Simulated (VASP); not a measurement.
# GaSb (Fm-3m) in VASP: further runs

The runs below take GaSb through single point, with PBE, r2SCAN.

Program: VASP 6.6.1. These are calculated values, not measurements. Logs are shortened: lines on timing, memory, paths and dates and some standing lists are left out, and cuts for length are marked.

## Step 1: The cell of the first run

The structure is cubic, space group Fm-3m (No. 225). The conventional cell has a = 5.805 Å, b = 5.805 Å, c = 5.805 Å, α = 90.00°, β = 90.00°, γ = 90.00°. Ga (site symmetry m-3m) has 6 Sb at 2.90 Å within 3.8 Å. Sb (site symmetry m-3m) has 6 Ga at 2.90 Å within 3.8 Å.

## Step 2: Single point, PBE

File INCAR:

```
  PREC = Accurate
  ENCUT = 520
  EDIFF = 1E-6
  ISMEAR = -1
  SIGMA = 0.02
  LREAL = F
  LASPH = T
  NELM = 60
  ALGO = Normal
  ISIF = 2
  LWAVE = F
  LCHARG = F
  GGA = PE
  NBANDS = 16
```

File KPOINTS:

```
regular mesh
0
Gamma
  8 8 8
```

File POSCAR:

```
GaSb
1.0
    0.0000000000      2.9025052392      2.9025052392
    2.9025052392      0.0000000000      2.9025052392
    2.9025052392      2.9025052392      0.0000000000
Ga Sb
1 1
Direct
    0.0000000000      0.0000000000      0.0000000000
    0.5000000000      0.5000000000      0.5000000000
```

Potentials or basis: VASP PAW PBE potentials, release 64 (Ga_d, Sb).

Started as:

```console
$ cat potpaw_PBE.64/Ga_d/POTCAR potpaw_PBE.64/Sb/POTCAR > POTCAR
$ mpirun -np 1 vasp_std > vasp.out
```

OUTCAR:

```text
PREC = Accurate
   ENCUT = 520
   EDIFF = 1E-6
   ISMEAR = -1
   LREAL = F
   LASPH = T
   NELM = 60
   ISIF = 2
   GGA = PE

 ion  position               nearest neighbor table
   1  0.000  0.000  0.000-   2 2.90   2 2.90   2 2.90   2 2.90   2 2.90   2 2.90
   2  0.500  0.500  0.500-   1 2.90   1 2.90   1 2.90   1 2.90   1 2.90   1 2.90

  LATTYP: Found a face centered cubic cell.
 ALAT       =     5.8050104784

  Lattice vectors:

 A1 = (   0.0000000000,   2.9025052392,   2.9025052392)
 A2 = (   2.9025052392,   0.0000000000,   2.9025052392)
 A3 = (   2.9025052392,   2.9025052392,   0.0000000000)

Analysis of symmetry for initial positions (statically):
=====================================================================
 Subroutine PRICEL returns:
 Original cell was already a primitive cell.

 Routine SETGRP: Setting up the symmetry group for a
 face centered cubic supercell.

 Subroutine GETGRP returns: Found 48 space group operations
 (whereof 48 operations were pure point group operations)
 out of a pool of 48 trial point group operations.

The static configuration has the point symmetry O_h .

Analysis of symmetry for dynamics (positions and initial velocities):
=====================================================================
 Subroutine PRICEL returns:
 Original cell was already a primitive cell.

 Routine SETGRP: Setting up the symmetry group for a
 face centered cubic supercell.

 Subroutine GETGRP returns: Found 48 space group operations
 (whereof 48 operations were pure point group operations)
 out of a pool of 48 trial point group operations.

The dynamic configuration has the point symmetry O_h .

 Subroutine INISYM returns: Found 48 space group operations
 (whereof 48 operations are pure point group operations),
 and found     1 'primitive' translations

----------------------------------------------------------------------------------------

                                     Primitive cell

  volume of cell :      48.9045

  direct lattice vectors                    reciprocal lattice vectors
     0.000000000  2.902505239  2.902505239    -0.172264978  0.172264978  0.172264978
     2.902505239  0.000000000  2.902505239     0.172264978 -0.172264978  0.172264978
[... 74 lines left out ...]
   NGXF,Y,Z  is equivalent  to a cutoff of  25.92, 25.92, 25.92 a.u.
 SYSTEM =  unknown system
   PREC   = accura    normal or accurate (medium, high low for compatibility)
   ISTART =      0    job   : 0-new  1-cont  2-samecut
   ICHARG =      2    charge: 1-file 2-atom 10-const
   ISPIN  =      1    spin polarized calculation?
   LNONCOLLINEAR =      F non collinear calculations
   LSORBIT =      F    spin-orbit coupling
   LASPH  =      T    aspherical Exc in radial PAW
   ENCUT  =  520.0 eV  38.22 Ry    6.18 a.u.   7.63  7.63  7.63*2*pi/ulx,y,z
   NELM   =     60;   NELMIN=  2; NELMDL= -5     # of ELM steps
   EDIFF  = 0.1E-05   stopping-criterion for ELM
   LREAL  =      F    real-space projection
   EDIFFG = 0.1E-04   stopping-criterion for IOM
   NSW    =      0    number of steps for IOM
   IBRION =     -1    ionic relax: 0-MD 1-quasi-New 2-CG
   NFREE  =      0    steps in history (QN), initial steepest desc. (CG)
   ISIF   =      2    stress and relaxation
   ISYM   =      2    0-nonsym 1-usesym 2-fastsym
   POTIM  = 0.5000    time-step for ionic-motion
   TEBEG  =    0.0;   TEEND  =   0.0 temperature during run
   PSTRESS=    0.0 pullay stress
   NELECT =      18.0000    total number of electrons
   NUPDOWN=      -1.0000    fix difference up-down
   EMIN   =  10.00;   EMAX   =-10.00  energy-range for DOS
   EFERMI =   0.00;   METHOD = LEGACY
   ISMEAR =    -1;   SIGMA  =   0.02  broadening in eV -4-tet -1-fermi 0-gaus
   EFERMI_NEDOS =   21; number of points for ismear=-14 and -15
   IALGO  =     38    algorithm
   IMIX   =      4    mixing-type and parameters
     AMIX     =   0.40;   BMIX     =  1.00
     AMIX_MAG =   1.60;   BMIX_MAG =  1.00
  volume/ion in A,a.u.               =      24.45       165.01
  Fermi-wavevector in a.u.,A,eV,Ry     =   1.173229  2.217081 18.727949  1.376465
  Thomas-Fermi vector in A             =   2.309645
   LORBIT       =      0    0 simple, 1 ext, 2 COOP (PROOUT), +10 PAW based schemes
   GGA     = PE    functional components
   LHFCALC =     F    Hartree Fock is set to
   AEXX    =    0.0000 exact exchange contribution
   IVDW    =     0    specifies the selected vdW correction
   LEPSILON=     F    determine dielectric tensor
   LRPA    =     F    only Hartree local field effects (RPA)
 non-spin polarized calculation
  energy-cutoff  :      520.00
  volume of cell :       48.90
 maximum number of plane-waves:      1363
 NGX is ok and might be reduce to    32
   NGX = 15   NGY = 15   NGZ = 15

 number of electron      17.9999989 magnetization

 Free energy of the ion-electron system (eV)
  ---------------------------------------------------
  ext. energy  EPLUGINS =         0.00000000
  ---------------------------------------------------
  free energy    TOTEN  =        -6.98733395 eV

  energy without entropy =       -6.98628066  energy(sigma->0) =       -6.98680731

 E-fermi :   6.1015     XC(G=0): -10.1372

 val. band max:        6.0763414595   @ k =   0.2500   0.2500   0.0000
 cond. band min:       6.2995584635   @ k =  -0.2500   0.2500   0.0000
 fundamental gap:      0.2232170040
 Fermi energy:         6.1014809256

 k-point     1 :       0.0000    0.0000    0.0000
  band No.  band energies     occupation
      1      -8.5397      2.00000
      2      -8.5397      2.00000
      3      -8.5193      2.00000
      4      -8.5193      2.00000
      5      -8.5193      2.00000
      6      -5.4689      2.00000
[... 433 lines left out ...]
      3      -8.5172      2.00000
      4      -8.5105      2.00000
      5      -8.5025      2.00000
      6      -2.7785      2.00000
[... 8 lines left out ...]
     15      14.7654      0.00000
     16      18.3571      0.00000

 [... further k-points ...]
[... 5 lines left out ...]
  --------------------------------------------------------------------------------------
  -------------------------------------------------------------------------------------
  Total       -0.0059412     -0.0059412     -0.0059412     -0.0000000      0.0000000      0.0000000
  in kB       -0.1946410     -0.1946410     -0.1946410     -0.0000000      0.0000000      0.0000000
  external PRESSURE =      -0.1946410 kB  Pullay stress =       0.0000000 kB

 VOLUME and BASIS-vectors are now :
 -----------------------------------------------------------------------------
  energy-cutoff  :      520.00
  volume of cell :       48.90
      direct lattice vectors                 reciprocal lattice vectors
     0.000000000  2.902505239  2.902505239    -0.172264978  0.172264978  0.172264978
     2.902505239  0.000000000  2.902505239     0.172264978 -0.172264978  0.172264978
     2.902505239  2.902505239  0.000000000     0.172264978  0.172264978 -0.172264978

 POSITION                                       TOTAL-FORCE (eV/Angst)
 -----------------------------------------------------------------------------------
      0.00000      0.00000      0.00000        -0.000000     -0.000000     -0.000000
      2.90251      2.90251      2.90251         0.000000      0.000000      0.000000
 -----------------------------------------------------------------------------------
    total drift:                                0.000000     -0.000000     -0.000000

  FREE ENERGIE OF THE ION-ELECTRON SYSTEM (eV)
  ---------------------------------------------------
  free  energy   TOTEN  =        -6.9873339540 eV

  energy  without entropy=       -6.9862806603  energy(sigma->0) =       -6.98680731
```

Wall time 14 s (1 thread of Intel Xeon Platinum 8259CL at 2.50GHz (Skylake/Cascade Lake), shared host); peak memory 0.18 GiB.

What came out:

- Free energy: -6.9873 eV
- Pressure: 0.0 GPa
- Band gap on the k mesh: zero (band 9 reaches 7.06 eV, above the bottom of band 10 at 3.94 eV)

Levels at points of the mesh, in eV from the Fermi level:
| k point | band 5 | band 6 | band 7 | band 8 | band 9 | band 10 | band 11 | band 12 | band 13 | band 14 |
| --- | --- | --- | --- | --- | --- | --- | --- | --- | --- | --- |
| (0.00, 0.00, 0.00) | -14.62 | -11.57 | -0.14 | 0.31 | 0.31 | 0.31 | 6.30 | 6.30 | 6.30 | 6.46 |
| (0.50, 0.00, 0.00) | -14.61 | -9.27 | -7.11 | 0.62 | 0.62 | 2.36 | 2.36 | 2.83 | 2.99 | 11.31 |
| (0.50, 0.50, 0.00) | -14.60 | -8.62 | -4.81 | -3.80 | -2.16 | -2.16 | 3.23 | 8.92 | 8.92 | 11.65 |

Caveat: spin-orbit coupling is left out, which moves the levels of the heavy elements.

## Step 3: Single point, r2SCAN

This run uses another cell than the first one, of 23.72 Å³/atom, 0.970 times its volume.

File POSCAR:

```
GaSb
1.0
    0.0000000000      2.8731179496      2.8731179496
    2.8731179496      0.0000000000      2.8731179496
    2.8731179496      2.8731179496      0.0000000000
Ga Sb
1 1
Direct
    0.0000000000      0.0000000000      0.0000000000
    0.5000000000      0.5000000000      0.5000000000
```

File INCAR.step1:

```
SYSTEM = GaSb
PREC = Accurate ; ENCUT = 520
ISMEAR = -1 ; SIGMA = 0.02
LREAL = .FALSE. ; LASPH = .TRUE.
NELM = 80 ; NBANDS = 16
GGA = PE ; ALGO = Normal
EDIFF = 1E-4 ; LWAVE = .TRUE.
LCHARG = .FALSE.
```

File INCAR.step2:

```
SYSTEM = GaSb
PREC = Accurate ; ENCUT = 520
EDIFF = 1E-6 ; ISMEAR = -1
SIGMA = 0.02 ; LREAL = .FALSE.
LASPH = .TRUE. ; NELM = 80
ALGO = Normal ; ISIF = 2
LWAVE = .FALSE. ; LCHARG = .FALSE.
METAGGA = R2SCAN ; LMIXTAU = .TRUE.
NBANDS = 16 ; ISTART = 1
```

File KPOINTS:

```
Automatic mesh
0
G
  8 8 8
  0 0 0
```

Potentials or basis: VASP PAW PBE potentials, release 64 (Ga_d, Sb).

Started as:

```console
$ cat potpaw_PBE.64/Ga_d/POTCAR potpaw_PBE.64/Sb/POTCAR > POTCAR
$ cp INCAR.step1 INCAR
$ mpirun -np 1 vasp_std > vasp.out
$ cp INCAR.step2 INCAR
$ mpirun -np 1 vasp_std > vasp.out
```

Wall time 1.8 min (1 thread of Intel Xeon Platinum 8259CL at 2.50GHz (Skylake/Cascade Lake), shared host); peak memory 0.18 GiB.

The run converged. Its results:

| Quantity | Value |
| --- | --- |
| Free energy | -37.0443 eV |
| Pressure | 0.0 GPa |
| Band gap on the k mesh | zero (band 9 reaches 7.31 eV, above the bottom of band 10 at 3.90 eV) |

Levels at points of the mesh, in eV from the Fermi level:
```
           k point  band 6  band 7  band 8  band 9  band 10  band 11  band 12  band 13
(0.00, 0.00, 0.00)  -12.36    0.21    0.21    0.21     0.45     6.76     6.76     6.76
(0.50, 0.00, 0.00)   -9.80   -7.65    0.59    0.59     2.41     2.41     3.29     3.44
(0.50, 0.50, 0.00)   -9.05   -5.26   -3.87   -2.45    -2.45     3.52     9.68     9.68
```

Caveat: the PAW data sets were made with another functional, which shifts forces and pressure a little; spin-orbit coupling is left out, which moves the levels of the heavy elements.

## Step 4: Single point, r2SCAN

This run uses another cell than the first one, of 23.72 Å³/atom, 0.970 times its volume.

POSCAR is that of step 3.

File INCAR.step1:

```
ALGO = Normal
EDIFF = 1E-4
ENCUT = 520
GGA = PE
ISMEAR = -1
LASPH = True
LCHARG = False
LREAL = False
LWAVE = True
NBANDS = 16
NELM = 60
PREC = Accurate
SIGMA = 0.02
```

File INCAR.step2:

```
ALGO = Normal
EDIFF = 1E-7
ENCUT = 520
ISIF = 2
ISMEAR = -1
ISTART = 1
LASPH = True
LCHARG = False
LMIXTAU = True
LREAL = False
LWAVE = False
METAGGA = R2SCAN
NBANDS = 16
NELM = 60
PREC = Accurate
SIGMA = 0.02
```

File KPOINTS:

```
k-points
0
Gamma
  8 8 8
```

Potentials or basis: VASP PAW PBE potentials, release 64 (Ga_d, Sb).

Started as:

```console
$ cat potpaw_PBE.64/Ga_d/POTCAR potpaw_PBE.64/Sb/POTCAR > POTCAR
$ cp INCAR.step1 INCAR
$ mpirun -np 1 vasp_std > vasp.out
$ cp INCAR.step2 INCAR
$ mpirun -np 1 vasp_std > vasp.out
```

OUTCAR:

```text
EDIFF = 1E-7
   ENCUT = 520
   ISIF = 2
   ISMEAR = -1
   ISTART = 1
   LASPH = True
   LREAL = False
   METAGGA = R2SCAN
   NELM = 60
   PREC = Accurate

 ion  position               nearest neighbor table
   1  0.000  0.000  0.000-   2 2.87   2 2.87   2 2.87   2 2.87   2 2.87   2 2.87
   2  0.500  0.500  0.500-   1 2.87   1 2.87   1 2.87   1 2.87   1 2.87   1 2.87

  LATTYP: Found a face centered cubic cell.
 ALAT       =     5.7462358992

  Lattice vectors:

 A1 = (   0.0000000000,   2.8731179496,   2.8731179496)
[... 625 lines left out ...]
      4      -8.8209      2.00000
      5      -8.8115      2.00000
      6      -3.0031      2.00000
[... 8 lines left out ...]
     15      15.6511      0.00000
     16      19.4172      0.00000

 [... further k-points ...]
[... 5 lines left out ...]
  --------------------------------------------------------------------------------------
  -------------------------------------------------------------------------------------
  Total        0.0048284      0.0048284      0.0048284      0.0000000      0.0000000     -0.0000000
  in kB        0.1630883      0.1630883      0.1630883      0.0000000      0.0000000     -0.0000000
  external PRESSURE =       0.1630883 kB  Pullay stress =       0.0000000 kB

 VOLUME and BASIS-vectors are now :
 -----------------------------------------------------------------------------
  energy-cutoff  :      520.00
  volume of cell :       47.43
      direct lattice vectors                 reciprocal lattice vectors
     0.000000000  2.873117950  2.873117950    -0.174026966  0.174026966  0.174026966
     2.873117950  0.000000000  2.873117950     0.174026966 -0.174026966  0.174026966
     2.873117950  2.873117950  0.000000000     0.174026966  0.174026966 -0.174026966

 POSITION                                       TOTAL-FORCE (eV/Angst)
 -----------------------------------------------------------------------------------
      0.00000      0.00000      0.00000         0.000000      0.000000     -0.000000
      2.87312      2.87312      2.87312        -0.000000      0.000000      0.000000
 -----------------------------------------------------------------------------------
    total drift:                               -0.000000      0.000000      0.000000

  FREE ENERGIE OF THE ION-ELECTRON SYSTEM (eV)
  ---------------------------------------------------
  free  energy   TOTEN  =       -37.0443241674 eV

  energy  without entropy=      -37.0433969598  energy(sigma->0) =      -37.04386056
```

OUTCAR.step1:

```text
EDIFF = 1E-4
   ENCUT = 520
   GGA = PE
   ISMEAR = -1
   LASPH = True
[... 676 lines left out ...]
      0.00000      0.00000      0.00000        -0.000000     -0.000000     -0.000000
      2.87312      2.87312      2.87312         0.000000      0.000000      0.000000
 -----------------------------------------------------------------------------------
    total drift:                               -0.000000      0.000000      0.000000

  FREE ENERGIE OF THE ION-ELECTRON SYSTEM (eV)
  ---------------------------------------------------
  free  energy   TOTEN  =        -6.9795180239 eV

  energy  without entropy=       -6.9786115415  energy(sigma->0) =       -6.97906478
```

OSZICAR.step1:

```text
N       E                     dE             d eps       ncg     rms          rms(c)
DAV:   1     0.776952925820E+02    0.77695E+02   -0.86369E+03   968   0.149E+03
DAV:   2    -0.153595502587E+01   -0.79231E+02   -0.76379E+02  1120   0.299E+02
DAV:   3    -0.690553829171E+01   -0.53696E+01   -0.53395E+01  1168   0.609E+01
DAV:   4    -0.698834821111E+01   -0.82810E-01   -0.82803E-01  1072   0.821E+00
DAV:   5    -0.699033067681E+01   -0.19825E-02   -0.19824E-02  1176   0.116E+00    0.245E+00
DAV:   6    -0.697797704346E+01    0.12354E-01   -0.41520E-02  1184   0.346E+00    0.139E+00
DAV:   7    -0.697929330493E+01   -0.13163E-02   -0.98261E-03  1440   0.117E+00    0.288E-01
DAV:   8    -0.697949789478E+01   -0.20459E-03   -0.14765E-03  1176   0.528E-01    0.520E-02
DAV:   9    -0.697951802395E+01   -0.20129E-04   -0.83195E-05   856   0.111E-01
   1 F= -.69795180E+01 E0= -.69790648E+01  d E =-.906482E-03
```

Wall time 2.4 min (1 thread of Intel Xeon Platinum 8259CL at 2.50GHz (Skylake/Cascade Lake), shared host); peak memory 0.18 GiB.

What came out:

```
Free energy            : -37.0443 eV
Pressure               : 0.0 GPa
Band gap on the k mesh : zero (band 9 reaches 7.31 eV, above the bottom of band 10 at 3.90 eV)
```

Levels at points of the mesh, in eV from the Fermi level:
```csv
k point,band 7,band 8,band 9,band 10,band 11,band 12
"(0.00, 0.00, 0.00)",0.21,0.21,0.21,0.45,6.76,6.76
"(0.50, 0.00, 0.00)",-7.65,0.59,0.59,2.41,2.41,3.29
"(0.50, 0.50, 0.00)",-5.26,-3.87,-2.45,-2.45,3.52,9.68
```

Caveat: the PAW data sets were made with another functional, which shifts forces and pressure a little; spin-orbit coupling is left out, which moves the levels of the heavy elements.
